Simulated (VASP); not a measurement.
# InP (F-43m) in VASP: notebook

Runs on InP. Level: r2SCAN. Tasks: single point.

Everything below comes from runs of VASP 6.6.1. Logs are shortened: lines on timing, memory, paths and dates and some standing lists are left out, and cuts for length are marked.

### Step 1. The cell of the first run

The structure is cubic, space group F-43m (No. 216). The conventional cell has a = 5.730 Å, b = 5.730 Å, c = 5.730 Å, α = 90.00°, β = 90.00°, γ = 90.00°. In (site symmetry -43m) has 4 P at 2.48 Å within 3.3 Å. P (site symmetry -43m) has 4 In at 2.48 Å within 3.3 Å.

### Step 2. Single point, r2SCAN (strain -0.030 along x and y, -0.030 along z)

Input file POSCAR:

```
InP
1.0
    0.0000000000      2.8649618471      2.8649618471
    2.8649618471      0.0000000000      2.8649618471
    2.8649618471      2.8649618471      0.0000000000
In P
1 1
Direct
    0.0000000000      0.0000000000      0.0000000000
    0.7500000000      0.7500000000      0.7500000000
```

Input file INCAR.step1:

```
SYSTEM = InP
ALGO = Normal
EDIFF = 1E-4
ENCUT = 520
GGA = PE
ISMEAR = 0
LASPH = .True.
LCHARG = .False.
LREAL = .False.
LWAVE = .True.
NBANDS = 16
NELM = 60
PREC = Accurate
SIGMA = 0.05
```

Input file INCAR.step2:

```
SYSTEM = InP
ALGO = Normal
EDIFF = 1E-7
ENCUT = 520
ISIF = 2
ISMEAR = 0
ISTART = 1
LASPH = .True.
LCHARG = .False.
LMIXTAU = .True.
LREAL = .False.
LWAVE = .False.
METAGGA = R2SCAN
NBANDS = 16
NELM = 60
PREC = Accurate
SIGMA = 0.05
```

Input file KPOINTS:

```
k-points
0
Gamma
  8 8 8
  0 0 0
```

Potentials or basis: VASP PAW PBE potentials, release 64 (In_d, P).

Command:

```
> cat potpaw_PBE.64/In_d/POTCAR potpaw_PBE.64/P/POTCAR > POTCAR
> cp INCAR.step1 INCAR
> mpirun -np 1 vasp_std > vasp.out
> cp INCAR.step2 INCAR
> mpirun -np 1 vasp_std > vasp.out
```

OUTCAR:

```text
SYSTEM = InP
   EDIFF = 1E-7
   ENCUT = 520
   ISIF = 2
   ISMEAR = 0
   ISTART = 1
   LASPH = .True.
   LREAL = .False.
   METAGGA = R2SCAN
   NELM = 60
   PREC = Accurate

 ion  position               nearest neighbor table
   1  0.000  0.000  0.000-   2 2.48   2 2.48   2 2.48   2 2.48
   2  0.750  0.750  0.750-   1 2.48   1 2.48   1 2.48   1 2.48

  LATTYP: Found a face centered cubic cell.
 ALAT       =     5.7299236942

  Lattice vectors:

 A1 = (   0.0000000000,   2.8649618471,   2.8649618471)
 A2 = (   2.8649618471,   0.0000000000,   2.8649618471)
 A3 = (   2.8649618471,   2.8649618471,   0.0000000000)

Analysis of symmetry for initial positions (statically):
=====================================================================
 Subroutine PRICEL returns:
 Original cell was already a primitive cell.

 Routine SETGRP: Setting up the symmetry group for a
 face centered cubic supercell.

 Subroutine GETGRP returns: Found 24 space group operations
 (whereof 24 operations were pure point group operations)
 out of a pool of 48 trial point group operations.

The static configuration has the point symmetry T_d .

Analysis of symmetry for dynamics (positions and initial velocities):
=====================================================================
 Subroutine PRICEL returns:
 Original cell was already a primitive cell.

 Routine SETGRP: Setting up the symmetry group for a
 face centered cubic supercell.

 Subroutine GETGRP returns: Found 24 space group operations
 (whereof 24 operations were pure point group operations)
 out of a pool of 48 trial point group operations.

The dynamic configuration has the point symmetry T_d .

 Subroutine INISYM returns: Found 24 space group operations
 (whereof 24 operations are pure point group operations),
 and found     1 'primitive' translations

----------------------------------------------------------------------------------------

                                     Primitive cell

  volume of cell :      47.0313

  direct lattice vectors                    reciprocal lattice vectors
     0.000000000  2.864961847  2.864961847    -0.174522394  0.174522394  0.174522394
     2.864961847  0.000000000  2.864961847     0.174522394 -0.174522394  0.174522394
     2.864961847  2.864961847  0.000000000     0.174522394  0.174522394 -0.174522394

  length of vectors
     4.051667900  4.051667900  4.051667900     0.302281653  0.302281653  0.302281653

  position of ions in fractional coordinates (direct lattice)
     0.000000000  0.000000000  0.000000000
     0.750000000  0.750000000  0.750000000
[... 73 lines left out ...]
   LSORBIT =      F    spin-orbit coupling
   LASPH  =      T    aspherical Exc in radial PAW
   ENCUT  =  520.0 eV  38.22 Ry    6.18 a.u.   7.53  7.53  7.53*2*pi/ulx,y,z
   NELM   =     60;   NELMIN=  2; NELMDL=  0     # of ELM steps
   EDIFF  = 0.1E-06   stopping-criterion for ELM
   LREAL  =      F    real-space projection
   EDIFFG = 0.1E-05   stopping-criterion for IOM
   NSW    =      0    number of steps for IOM
   IBRION =     -1    ionic relax: 0-MD 1-quasi-New 2-CG
   NFREE  =      0    steps in history (QN), initial steepest desc. (CG)
   ISIF   =      2    stress and relaxation
   ISYM   =      2    0-nonsym 1-usesym 2-fastsym
   POTIM  = 0.5000    time-step for ionic-motion
   TEBEG  =    0.0;   TEEND  =   0.0 temperature during run
   PSTRESS=    0.0 pullay stress
   NELECT =      18.0000    total number of electrons
   NUPDOWN=      -1.0000    fix difference up-down
   EMIN   =  10.00;   EMAX   =-10.00  energy-range for DOS
   EFERMI =   0.00;   METHOD = LEGACY
   ISMEAR =     0;   SIGMA  =   0.05  broadening in eV -4-tet -1-fermi 0-gaus
   EFERMI_NEDOS =   21; number of points for ismear=-14 and -15
   IALGO  =     38    algorithm
   IMIX   =      4    mixing-type and parameters
     AMIX     =   0.40;   BMIX     =  1.00
     AMIX_MAG =   1.60;   BMIX_MAG =  1.00
  volume/ion in A,a.u.               =      23.52       158.69
  Fermi-wavevector in a.u.,A,eV,Ry     =   1.188603  2.246134 19.222000  1.412777
  Thomas-Fermi vector in A             =   2.324729
   LORBIT       =      0    0 simple, 1 ext, 2 COOP (PROOUT), +10 PAW based schemes
   METAGGA = R2SCAN    functional components
   LHFCALC =     F    Hartree Fock is set to
   AEXX    =    0.0000 exact exchange contribution
   IVDW    =     0    specifies the selected vdW correction
   LEPSILON=     F    determine dielectric tensor
   LRPA    =     F    only Hartree local field effects (RPA)
 non-spin polarized calculation
 Gauss-broadening in eV      SIGMA  =   0.05
  energy-cutoff  :      520.00
  volume of cell :       47.03
 maximum number of plane-waves:      1283
   NGX = 15   NGY = 15   NGZ = 15

 number of electron      17.9999996 magnetization

 Free energy of the ion-electron system (eV)
  ---------------------------------------------------
  ext. energy  EPLUGINS =         0.00000000
  ---------------------------------------------------
  free energy    TOTEN  =       -32.20049751 eV

  energy without entropy =      -32.20049751  energy(sigma->0) =      -32.20049751

 E-fermi :   6.0262     XC(G=0): -10.2056

 val. band max:        5.7918978006   @ k =   0.0000   0.0000   0.0000
 cond. band min:       7.3544868801   @ k =   0.0000   0.0000   0.0000
 fundamental gap:      1.5625890795
 Fermi energy:         6.0262475820

 k-point     1 :       0.0000    0.0000    0.0000
  band No.  band energies     occupation
      1      -9.0183      2.00000
      2      -9.0183      2.00000
      3      -9.0183      2.00000
      4      -8.7981      2.00000
      5      -8.7981      2.00000
      6      -6.7139      2.00000
[... 433 lines left out ...]
      3      -8.9240      2.00000
      4      -8.8069      2.00000
      5      -8.7811      2.00000
      6      -4.2870      2.00000
[... 8 lines left out ...]
     15      17.2639      0.00000
     16      18.0688      0.00000

 [... further k-points ...]
[... 5 lines left out ...]
  --------------------------------------------------------------------------------------
  -------------------------------------------------------------------------------------
  Total        2.2046422      2.2046422      2.2046422      0.0000000     -0.0000000     -0.0000000
  in kB       75.1038471     75.1038471     75.1038471      0.0000000     -0.0000000     -0.0000000
  external PRESSURE =      75.1038471 kB  Pullay stress =       0.0000000 kB

 VOLUME and BASIS-vectors are now :
 -----------------------------------------------------------------------------
  energy-cutoff  :      520.00
  volume of cell :       47.03
      direct lattice vectors                 reciprocal lattice vectors
     0.000000000  2.864961847  2.864961847    -0.174522394  0.174522394  0.174522394
     2.864961847  0.000000000  2.864961847     0.174522394 -0.174522394  0.174522394
     2.864961847  2.864961847  0.000000000     0.174522394  0.174522394 -0.174522394

 POSITION                                       TOTAL-FORCE (eV/Angst)
 -----------------------------------------------------------------------------------
      0.00000      0.00000      0.00000         0.000000      0.000000      0.000000
      4.29744      4.29744      4.29744        -0.000000     -0.000000     -0.000000
 -----------------------------------------------------------------------------------
    total drift:                                0.000002      0.000002      0.000002

  FREE ENERGIE OF THE ION-ELECTRON SYSTEM (eV)
  ---------------------------------------------------
  free  energy   TOTEN  =       -32.2004975087 eV

  energy  without entropy=      -32.2004975087  energy(sigma->0) =      -32.20049751
```

OSZICAR.step1:

```text
N       E                     dE             d eps       ncg     rms          rms(c)
DAV:   1     0.114741679918E+03    0.11474E+03   -0.85267E+03   928   0.128E+03
DAV:   2    -0.945756059392E+00   -0.11569E+03   -0.11065E+03  1016   0.310E+02
DAV:   3    -0.850588661275E+01   -0.75601E+01   -0.75272E+01  1248   0.761E+01
DAV:   4    -0.870070872155E+01   -0.19482E+00   -0.19477E+00  1128   0.128E+01
DAV:   5    -0.871112332441E+01   -0.10415E-01   -0.10414E-01  1424   0.269E+00    0.636E+00
DAV:   6    -0.829250308160E+01    0.41862E+00   -0.62425E-01  1472   0.139E+01    0.382E+00
DAV:   7    -0.825468207218E+01    0.37821E-01   -0.18549E-01  1352   0.374E+00    0.133E+00
DAV:   8    -0.825467470679E+01    0.73654E-05   -0.18773E-02  1184   0.167E+00    0.430E-01
DAV:   9    -0.825524792663E+01   -0.57322E-03   -0.13866E-03  1112   0.372E-01    0.189E-01
DAV:  10    -0.825540004857E+01   -0.15212E-03   -0.30178E-04  1160   0.281E-01    0.111E-01
DAV:  11    -0.825547154571E+01   -0.71497E-04   -0.14022E-04  1016   0.122E-01
   1 F= -.82554715E+01 E0= -.82554715E+01  d E =-.312205E-17
```

Run time: 76 s. Hardware: 1 thread of Intel Xeon Platinum 8375C at 2.90GHz (Ice Lake), shared host; peak memory 0.18 GiB.

What came out:

| Item | Value |
| --- | --- |
| Free energy | -32.2005 eV |
| Pressure | 7.5 GPa |
| Band gap on the k mesh | 1.56 eV |

Caveat: the cell differs from its parent crystal (strain -0.030 along x and y, -0.030 along z); the cell stands under pressure; the PAW data sets were made with another functional, which shifts forces and pressure a little; spin-orbit coupling is left out, which moves the levels of the heavy elements. A k mesh can miss the band edges.

### Step 3. Single point, r2SCAN (strain -0.015 along x and y, -0.015 along z)

Input file POSCAR:

```
InP
1.0
    0.0000000000      2.9092653808      2.9092653808
    2.9092653808      0.0000000000      2.9092653808
    2.9092653808      2.9092653808      0.0000000000
In P
1 1
Direct
    0.0000000000      0.0000000000      0.0000000000
    0.7500000000      0.7500000000      0.7500000000
```

Input file INCAR.step1:

```
ALGO     = Normal         # electronic algorithm
EDIFF    = 1E-4           # SCF threshold, eV
ENCUT    = 520            # plane-wave cutoff, eV
GGA      = PE             # functional
ISMEAR   = 0              # smearing method
LASPH    = T              # aspherical terms in the spheres
LCHARG   = F              # write CHGCAR
LREAL    = F              # projectors in reciprocal space
LWAVE    = T              # write WAVECAR
NBANDS   = 16             # bands
NELM     = 60             # most SCF steps
PREC     = Accurate       # precision mode
SIGMA    = 0.05           # smearing width, eV
```

Input file INCAR.step2:

```
ALGO     = Normal         # electronic algorithm
EDIFF    = 1E-6           # SCF threshold, eV
ENCUT    = 520            # plane-wave cutoff, eV
ISIF     = 2              # what is computed and relaxed
ISMEAR   = 0              # smearing method
ISTART   = 1            
LASPH    = T              # aspherical terms in the spheres
LCHARG   = T              # write CHGCAR
LELF     = T              # ELF
LMIXTAU  = T            
LREAL    = F              # projectors in reciprocal space
LVHAR    = T            
LWAVE    = F              # write WAVECAR
METAGGA  = R2SCAN         # meta-GGA
NBANDS   = 16             # bands
NELM     = 60             # most SCF steps
PREC     = Accurate       # precision mode
SIGMA    = 0.05           # smearing width, eV
```

Input file KPOINTS:

```
k-points
0
Gamma
  8 8 8
```

Potentials or basis: VASP PAW PBE potentials, release 64 (In_d, P).

Command:

```
> cat potpaw_PBE.64/In_d/POTCAR potpaw_PBE.64/P/POTCAR > POTCAR
> cp INCAR.step1 INCAR
> mpirun -np 1 vasp_std > vasp.out
> cp INCAR.step2 INCAR
> mpirun -np 1 vasp_std > vasp.out
```

OUTCAR:

```text
EDIFF = 1E-6
   ENCUT = 520
   ISIF = 2
   ISMEAR = 0
   ISTART = 1
   LASPH = T
   LREAL = F
   METAGGA = R2SCAN
   NELM = 60
   PREC = Accurate

 ion  position               nearest neighbor table
   1  0.000  0.000  0.000-   2 2.52   2 2.52   2 2.52   2 2.52
   2  0.750  0.750  0.750-   1 2.52   1 2.52   1 2.52   1 2.52

  LATTYP: Found a face centered cubic cell.
 ALAT       =     5.8185307616

  Lattice vectors:

 A1 = (   0.0000000000,   2.9092653808,   2.9092653808)
 A2 = (   2.9092653808,   0.0000000000,   2.9092653808)
 A3 = (   2.9092653808,   2.9092653808,   0.0000000000)
[... 624 lines left out ...]
      4      -9.2596      2.00000
      5      -9.2381      2.00000
      6      -4.6743      2.00000
[... 8 lines left out ...]
     15      16.6087      0.00000
     16      17.3306      0.00000

 [... further k-points ...]
[... 5 lines left out ...]
  --------------------------------------------------------------------------------------
  -------------------------------------------------------------------------------------
  Total        1.0169071      1.0169071      1.0169071     -0.0000000      0.0000000      0.0000000
  in kB       33.0835289     33.0835289     33.0835289     -0.0000000      0.0000000      0.0000000
  external PRESSURE =      33.0835289 kB  Pullay stress =       0.0000000 kB

 VOLUME and BASIS-vectors are now :
 -----------------------------------------------------------------------------
  energy-cutoff  :      520.00
  volume of cell :       49.25
      direct lattice vectors                 reciprocal lattice vectors
     0.000000000  2.909265381  2.909265381    -0.171864692  0.171864692  0.171864692
     2.909265381  0.000000000  2.909265381     0.171864692 -0.171864692  0.171864692
     2.909265381  2.909265381  0.000000000     0.171864692  0.171864692 -0.171864692

 POSITION                                       TOTAL-FORCE (eV/Angst)
 -----------------------------------------------------------------------------------
      0.00000      0.00000      0.00000         0.000000      0.000000      0.000000
      4.36390      4.36390      4.36390        -0.000000     -0.000000     -0.000000
 -----------------------------------------------------------------------------------
    total drift:                                0.000002      0.000002      0.000002

  FREE ENERGIE OF THE ION-ELECTRON SYSTEM (eV)
  ---------------------------------------------------
  free  energy   TOTEN  =       -32.2748563707 eV

  energy  without entropy=      -32.2748563707  energy(sigma->0) =      -32.27485637
```

Wall time 51 s (1 thread of Intel Xeon Platinum 8375C at 2.90GHz (Ice Lake), shared host); peak memory 0.19 GiB.

What came out:

| Property | Result |
| --- | --- |
| Free energy | -32.2749 eV |
| Pressure | 3.3 GPa |
| Band gap on the k mesh | 1.30 eV |

Caveat: the cell differs from its parent crystal (strain -0.015 along x and y, -0.015 along z); the cell stands under pressure; the PAW data sets were made with another functional, which shifts forces and pressure a little; spin-orbit coupling is left out, which moves the levels of the heavy elements.
